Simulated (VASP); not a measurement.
# AlN (Fm-3m) in VASP: notebook

The runs below take AlN through single point, with PBE.

The COD entry that gives the cell may itself be a prediction, so a difference from it is no test against experiment.

All numbers are computed with VASP 6.6.1; they aren't measurements. Logs are shortened: lines on timing, memory, paths and dates and some standing lists are left out, and cuts for length are marked.

### 1 The cell of the first run

The structure is cubic, space group Fm-3m (No. 225). Conventional cell: a = 3.774 Å, b = 3.774 Å, c = 3.774 Å, α = 90.00°, β = 90.00°, γ = 90.00°. Within 2.5 Å of Al (site symmetry m-3m) lie 6 N at 1.89 Å. Within 2.5 Å of N (site symmetry m-3m) lie 6 Al at 1.89 Å.

### 2 Single point, PBE

File INCAR:

```
PREC = Accurate ; ENCUT = 600
EDIFF = 1E-6 ; ISMEAR = -1
SIGMA = 0.01 ; LREAL = False
LASPH = True ; NELM = 120
ALGO = Normal ; ISIF = 2
LWAVE = False ; LCHARG = False
GGA = PE ; NBANDS = 11
GGA_COMPAT = False
```

File KPOINTS:

```
Automatic mesh
0
Gamma
  8 8 8
```

File POSCAR:

```
AlN
1.0
    0.0000000000      1.8868611397      1.8868611397
    1.8868611397      0.0000000000      1.8868611397
    1.8868611397      1.8868611397      0.0000000000
Al N
1 1
Direct
    0.0000000000      0.0000000000      0.0000000000
    0.5000000000      0.5000000000      0.5000000000
```

Potentials or basis: VASP PAW PBE potentials, release 64 (Al, N).

Launch:

```bash
> cat potpaw_PBE.64/Al/POTCAR potpaw_PBE.64/N/POTCAR > POTCAR
> mpirun -np 1 vasp_std > vasp.out
```

OUTCAR:

```text
PREC = Accurate
   ENCUT = 600
   EDIFF = 1E-6
   ISMEAR = -1
   LREAL = False
   LASPH = True
   NELM = 120
   ISIF = 2
   GGA = PE

 ion  position               nearest neighbor table
   1  0.000  0.000  0.000-   2 1.89   2 1.89   2 1.89   2 1.89   2 1.89   2 1.89
   2  0.500  0.500  0.500-   1 1.89   1 1.89   1 1.89   1 1.89   1 1.89   1 1.89

  LATTYP: Found a face centered cubic cell.
 ALAT       =     3.7737222794

  Lattice vectors:

 A1 = (   0.0000000000,   1.8868611397,   1.8868611397)
 A2 = (   1.8868611397,   0.0000000000,   1.8868611397)
 A3 = (   1.8868611397,   1.8868611397,   0.0000000000)

Analysis of symmetry for initial positions (statically):
=====================================================================
 Subroutine PRICEL returns:
 Original cell was already a primitive cell.

 Routine SETGRP: Setting up the symmetry group for a
 face centered cubic supercell.

 Subroutine GETGRP returns: Found 48 space group operations
 (whereof 48 operations were pure point group operations)
 out of a pool of 48 trial point group operations.

The static configuration has the point symmetry O_h .

Analysis of symmetry for dynamics (positions and initial velocities):
=====================================================================
 Subroutine PRICEL returns:
 Original cell was already a primitive cell.

 Routine SETGRP: Setting up the symmetry group for a
 face centered cubic supercell.

 Subroutine GETGRP returns: Found 48 space group operations
 (whereof 48 operations were pure point group operations)
 out of a pool of 48 trial point group operations.

The dynamic configuration has the point symmetry O_h .

 Subroutine INISYM returns: Found 48 space group operations
 (whereof 48 operations are pure point group operations),
 and found     1 'primitive' translations

----------------------------------------------------------------------------------------

                                     Primitive cell

  volume of cell :      13.4354

  direct lattice vectors                    reciprocal lattice vectors
     0.000000000  1.886861140  1.886861140    -0.264990353  0.264990353  0.264990353
     1.886861140  0.000000000  1.886861140     0.264990353 -0.264990353  0.264990353
     1.886861140  1.886861140  0.000000000     0.264990353  0.264990353 -0.264990353

  length of vectors
     2.668424614  2.668424614  2.668424614     0.458976755  0.458976755  0.458976755

  position of ions in fractional coordinates (direct lattice)
     0.000000000  0.000000000  0.000000000
     0.500000000  0.500000000  0.500000000

  ion indices of the primitive-cell ions
   primitive index   ion index
                 1           1
                 2           2

----------------------------------------------------------------------------------------

 KPOINTS: Automatic mesh

Automatic generation of k-mesh.
 Grid dimensions read from file:
 generate k-points for:    8    8    8

 Generating k-lattice:

  Cartesian coordinates                     Fractional coordinates (reciprocal lattice)
    -0.033123794  0.033123794  0.033123794     0.125000000  0.000000000  0.000000000
     0.033123794 -0.033123794  0.033123794     0.000000000  0.125000000  0.000000000
     0.033123794  0.033123794 -0.033123794     0.000000000  0.000000000  0.125000000

  Length of vectors
     0.057372094  0.057372094  0.057372094

  Shift w.r.t. Gamma in fractional coordinates (k-lattice)
     0.000000000  0.000000000  0.000000000

 Subroutine IBZKPT returns following result:
 ===========================================

 Found     29 irreducible k-points:

 Following reciprocal coordinates:
            Coordinates               Weight
  0.000000  0.000000  0.000000      1.000000
  0.125000  0.000000  0.000000      8.000000
  0.250000  0.000000  0.000000      8.000000
  0.375000  0.000000  0.000000      8.000000
  0.500000  0.000000  0.000000      4.000000
  0.125000  0.125000  0.000000      6.000000
[... 16 lines left out ...]
  0.500000  0.250000  0.125000     48.000000
 -0.375000  0.250000  0.125000     24.000000
 [... further k-points ...]
   k-points           NKPTS =     29   k-points in BZ     NKDIM =     29   number of bands    NBANDS=     11
   number of dos      NEDOS =    301   number of ions     NIONS =      2
   total plane-waves  NPLWV =  13824
   dimension x,y,z NGX =    24 NGY =   24 NGZ =   24
   dimension x,y,z NGXF=    48 NGYF=   48 NGZF=   48
   ions per type =               1   1
   NGX,Y,Z   is equivalent  to a cutoff of  14.95, 14.95, 14.95 a.u.
   NGXF,Y,Z  is equivalent  to a cutoff of  29.90, 29.90, 29.90 a.u.
 SYSTEM =  unknown system
   PREC   = accura    normal or accurate (medium, high low for compatibility)
   ISTART =      0    job   : 0-new  1-cont  2-samecut
   ICHARG =      2    charge: 1-file 2-atom 10-const
   ISPIN  =      1    spin polarized calculation?
   LNONCOLLINEAR =      F non collinear calculations
   LSORBIT =      F    spin-orbit coupling
   LASPH  =      T    aspherical Exc in radial PAW
   ENCUT  =  600.0 eV  44.10 Ry    6.64 a.u.   5.33  5.33  5.33*2*pi/ulx,y,z
   NELM   =    120;   NELMIN=  2; NELMDL= -5     # of ELM steps
   EDIFF  = 0.1E-05   stopping-criterion for ELM
   LREAL  =      F    real-space projection
   EDIFFG = 0.1E-04   stopping-criterion for IOM
   NSW    =      0    number of steps for IOM
   IBRION =     -1    ionic relax: 0-MD 1-quasi-New 2-CG
   NFREE  =      0    steps in history (QN), initial steepest desc. (CG)
   ISIF   =      2    stress and relaxation
   ISYM   =      2    0-nonsym 1-usesym 2-fastsym
   POTIM  = 0.5000    time-step for ionic-motion
   TEBEG  =    0.0;   TEEND  =   0.0 temperature during run
   PSTRESS=    0.0 pullay stress
   NELECT =       8.0000    total number of electrons
   NUPDOWN=      -1.0000    fix difference up-down
   EMIN   =  10.00;   EMAX   =-10.00  energy-range for DOS
   EFERMI =   0.00;   METHOD = LEGACY
   ISMEAR =    -1;   SIGMA  =   0.01  broadening in eV -4-tet -1-fermi 0-gaus
   EFERMI_NEDOS =   21; number of points for ismear=-14 and -15
   IALGO  =     38    algorithm
   IMIX   =      4    mixing-type and parameters
     AMIX     =   0.40;   BMIX     =  1.00
     AMIX_MAG =   1.60;   BMIX_MAG =  1.00
  volume/ion in A,a.u.               =       6.72        45.33
  Fermi-wavevector in a.u.,A,eV,Ry     =   1.377278  2.602678 25.808812  1.896894
  Thomas-Fermi vector in A             =   2.502446
   LORBIT       =      0    0 simple, 1 ext, 2 COOP (PROOUT), +10 PAW based schemes
   GGA     = PE    functional components
   LHFCALC =     F    Hartree Fock is set to
   AEXX    =    0.0000 exact exchange contribution
   IVDW    =     0    specifies the selected vdW correction
   LEPSILON=     F    determine dielectric tensor
   LRPA    =     F    only Hartree local field effects (RPA)
 non-spin polarized calculation
  energy-cutoff  :      600.00
  volume of cell :       13.44
 maximum number of plane-waves:       464
 NGX is ok and might be reduce to    24
   NGX = 11   NGY = 11   NGZ = 11

 number of electron       8.0000000 magnetization

 Free energy of the ion-electron system (eV)
  ---------------------------------------------------
  ext. energy  EPLUGINS =         0.00000000
  ---------------------------------------------------
  free energy    TOTEN  =       -13.75724091 eV

  energy without entropy =      -13.75724091  energy(sigma->0) =      -13.75724091

 E-fermi :  13.2104     XC(G=0): -13.2917

 val. band max:       12.8986607136   @ k =   0.0000   0.0000   0.0000
 cond. band min:      17.7529430058   @ k =   0.5000   0.5000   0.0000
 fundamental gap:      4.8542822922
 Fermi energy:        13.2104448977

 k-point     1 :       0.0000    0.0000    0.0000
  band No.  band energies     occupation
      1      -6.6902      2.00000
      2      12.8987      2.00000
      3      12.8987      2.00000
      4      12.8987      2.00000
      5      21.8928      0.00000
      6      25.7028      0.00000
      7      25.7028      0.00000
      8      25.7028      0.00000
      9      31.4421      0.00000
     10      32.2490      0.00000
     11      32.2490      0.00000

 k-point     2 :       0.1250    0.0000    0.0000
  band No.  band energies     occupation
      1      -6.3045      2.00000
      2      11.3071      2.00000
      3      12.6314      2.00000
      4      12.6314      2.00000
      5      22.4291      0.00000
      6      24.7233      0.00000
      7      26.3031      0.00000
      8      26.3031      0.00000
      9      30.8601      0.00000
     10      30.8601      0.00000
     11      33.9295      0.00000

 k-point     3 :       0.2500    0.0000    0.0000
  band No.  band energies     occupation
      1      -5.1955      2.00000
      2       8.0345      2.00000
      3      12.0598      2.00000
      4      12.0598      2.00000
      5      21.5410      0.00000
      6      26.1754      0.00000
      7      26.7015      0.00000
      8      26.7015      0.00000
      9      30.9432      0.00000
     10      30.9432      0.00000
     11      33.3824      0.00000

 k-point     4 :       0.3750    0.0000    0.0000
  band No.  band energies     occupation
      1      -3.5946      2.00000
      2       4.7907      2.00000
      3      11.5645      2.00000
      4      11.5645      2.00000
      5      20.6852      0.00000
      6      26.0080      0.00000
      7      26.0080      0.00000
      8      28.2850      0.00000
      9      32.2345      0.00000
     10      33.8010      0.00000
     11      33.8010      0.00000
[... 239 lines left out ...]
 k-point    22 :       0.3750    0.2500    0.1250
  band No.  band energies     occupation
      1      -4.2714      2.00000
      2       7.6502      2.00000
      3       9.7110      2.00000
      4      11.3459      2.00000
      5      22.1081      0.00000
      6      24.3242      0.00000
      7      25.1606      0.00000
      8      29.2389      0.00000
      9      29.8423      0.00000
     10      34.7492      0.00000
     11      37.8935      0.00000

 k-point    23 :       0.5000    0.2500    0.1250
  band No.  band energies     occupation
      1      -2.8106      2.00000
      2       5.4492      2.00000
      3       8.6347      2.00000
      4      10.7023      2.00000
      5      22.5588      0.00000
      6      23.9344      0.00000
      7      25.7837      0.00000
      8      28.6057      0.00000
      9      32.2288      0.00000
     10      35.7383      0.00000
     11      38.0435      0.00000

 k-point    24 :      -0.3750    0.2500    0.1250
  band No.  band energies     occupation
      1      -1.9053      2.00000
      2       4.1429      2.00000
      3       8.3860      2.00000
      4      10.3979      2.00000
      5      22.7952      0.00000
      6      23.2647      0.00000
      7      27.4526      0.00000
      8      27.9702      0.00000
      9      33.5011      0.00000
     10      35.0359      0.00000
     11      38.2403      0.00000

 [... further k-points ...]

------------------------ aborting loop because EDIFF is reached ----------------------------------------

  FORCE on cell =-STRESS in cart. coord.  units (eV):
  Direction    XX          YY          ZZ          XY          YZ          ZX
  --------------------------------------------------------------------------------------
  -------------------------------------------------------------------------------------
  Total        7.4674248      7.4674248      7.4674248      0.0000000      0.0000000      0.0000000
  in kB      890.4952881    890.4952881    890.4952881      0.0000000      0.0000000      0.0000000
  external PRESSURE =     890.4952881 kB  Pullay stress =       0.0000000 kB

 VOLUME and BASIS-vectors are now :
 -----------------------------------------------------------------------------
  energy-cutoff  :      600.00
  volume of cell :       13.44
      direct lattice vectors                 reciprocal lattice vectors
     0.000000000  1.886861140  1.886861140    -0.264990353  0.264990353  0.264990353
     1.886861140  0.000000000  1.886861140     0.264990353 -0.264990353  0.264990353
     1.886861140  1.886861140  0.000000000     0.264990353  0.264990353 -0.264990353

 POSITION                                       TOTAL-FORCE (eV/Angst)
 -----------------------------------------------------------------------------------
      0.00000      0.00000      0.00000        -0.000000     -0.000000     -0.000000
      1.88686      1.88686      1.88686         0.000000      0.000000      0.000000
 -----------------------------------------------------------------------------------
    total drift:                               -0.000000     -0.000000      0.000000

  FREE ENERGIE OF THE ION-ELECTRON SYSTEM (eV)
  ---------------------------------------------------
  free  energy   TOTEN  =       -13.7572409114 eV

  energy  without entropy=      -13.7572409114  energy(sigma->0) =      -13.75724091
```

Wall time 7 s (1 thread of AMD EPYC 7R13 (Zen 3), shared host); peak memory 0.1 GiB.

Results:

* Free energy: -13.7572 eV
* Pressure: 89.0 GPa
* Band gap on the k mesh: 4.85 eV, indirect (least direct gap 8.23 eV)

A k mesh can miss the band edges. PBE gaps usually lie below the measured ones, often by a third to a half.

(Continued in part 2 of 2.)
